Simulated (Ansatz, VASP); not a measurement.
One calculation of MgI2, two programs

```
Mg I
1.0
     4.12415    0.00000    0.00000
    -2.06208    3.57162    0.00000
     0.00000    0.00000    6.83418
Mg I
1 2
Direct
  0.00000 0.00000 0.00000
  0.33333 0.66667 0.75464
  0.66667 0.33333 0.24536
```

Alike in both runs: functional PBE; dispersion D3(BJ); k mesh 6 × 6 × 4; occupations gaussian, width 0.02 eV; no spin polarisation.

Ansatz relaxed the structure, and its values are those at the end. VASP's run is a single point on that final structure, the one shown.

```csv
,VASP,Ansatz
version,VASP 6.6.1,Ansatz 0.2.0
potentials or method,"VASP PAW PBE potentials, release 64 (Mg, I), cutoff 520 eV","scalar-relativistic, plane waves, PAW"
valence electrons in the cell,16,44
```

```csv
,VASP,Ansatz,Ansatz less VASP
gap on the k mesh at the Fermi level (eV),3.52,3.54,+0.020
least direct gap on the mesh (eV),3.75,3.77,+0.018
pressure (GPa),0.0,0.0,+0.06
rms of the force components (eV/Å),0.003,0.001,-0.0019
```

VASP's potentials hold 16 valence electrons a cell and Ansatz's 44, so a difference there can come from the potentials and not from the codes.

Spin-orbit coupling is off throughout.
